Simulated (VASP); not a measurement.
Co:

```
Co
1.0
     0.00000    0.00000    4.06990
     2.50740    0.00000    0.00000
     0.00000    4.34294    0.00000
Co
4
Direct
  0.25000 0.00000 0.33333
  0.25000 0.50000 0.83333
  0.75000 0.50000 0.16667
  0.75000 0.00000 0.66667
```

Base run:

| Item | Value |
| --- | --- |
| Program | VASP 6.6.1 |
| Functional | PBE |
| Potentials or basis | VASP PAW PBE potentials, release 64 (Co) |
| Cutoff | 520 eV |
| k mesh | 8 × 12 × 7 |
| Occupations | fermi-dirac, width 0.08 eV |
| Spin | collinear spin, antiferromagnetic start |
| Starting moments | [1.7, -1.7, -1.7, 1.7] μB |

Its results: pressure -12.5 GPa; net moment 0.00 μB per cell; site moments Co +0.67, -0.67 (each value once) μB.

Q: The run is repeated on the same cell with these changes: spin from collinear spin, antiferromagnetic start to collinear spin, ferromagnetic start; moments at the start from [1.7, -1.7, -1.7, 1.7] to [1.7, 1.7, 1.7, 1.7]. What comes out?

A: Pressure -4.5 GPa; net moment 6.50 μB per cell; site moments Co +1.65 μB.

Caveats: the cell stands under tension.
